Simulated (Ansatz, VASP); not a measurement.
Pb: VASP beside Ansatz

The input INCAR:

```
SYSTEM = Pb
PREC = Accurate ; ENCUT = 520
EDIFF = 1E-7 ; ISMEAR = 0
SIGMA = 0.15 ; LREAL = .FALSE.
LASPH = .TRUE. ; NELM = 80
ALGO = Fast ; ISIF = 2
LWAVE = .FALSE. ; LCHARG = .FALSE.
GGA = PS ; NBANDS = 13
```

KPOINTS

```
Automatic mesh
0
G
  18 18 18
  0 0 0
```

File POSCAR:

```
Pb
1.0
    0.0000000000      2.3241707841      2.7890049410
    2.3241707841      0.0000000000      2.7890049410
    2.3241707841      2.3241707841      0.0000000000
Pb
1
Direct
    0.0000000000      0.0000000000      0.0000000000
```

Input for Ansatz:

```yaml
crystal:
  lattice:
    - [0.0, 2.3241707841, 2.789004941]
    - [2.3241707841, 0.0, 2.789004941]
    - [2.3241707841, 2.3241707841, 0.0]
  atoms:
    - { symbol: Pb, position: [0.0, 0.0, 0.0] }
basis:
  ecutwfc: 420
kpoints:
  mp_grid: { grid: [18, 18, 18] }
hamiltonian:
  xc: pbesol
scf:
  occupations: { method: gaussian, width: 0.15 }
output:
  forces: true
  stress: true
  eigenvalues: true
  write_density: true
  write_potential: true
  elf: true
  volumetric_format: npy
```

Alike in both runs: task single point; functional PBEsol; k mesh 18 × 18 × 18; occupations gaussian, width 0.15 eV; no spin polarisation.

|  | VASP | Ansatz |
| --- | --- | --- |
| version | VASP 6.6.1 | Ansatz 0.2.0 |
| potentials or method | VASP PAW PBE potentials, release 64 (Pb_d), cutoff 520 eV | scalar-relativistic, plane waves, PAW |
| valence electrons in the cell | 14 | 14 |

Ansatz gave:

* gap on the k mesh at the Fermi level (eV): none
* pressure (GPa): 0.2
* traceless stress, the component that is largest in VASP (GPa): -2.50

Which values does VASP return?

gap on the k mesh at the Fermi level (eV): none; pressure (GPa): 0.1; traceless stress, the component that is largest in VASP (GPa): -2.50.

VASP's potentials were made for PBE, not for PBEsol. A gap of «none» marks a metal or a gap that the smearing closes. With one functional, cell and mesh, what is left measures potentials, basis and numerics.

Neither program's run includes spin-orbit coupling.
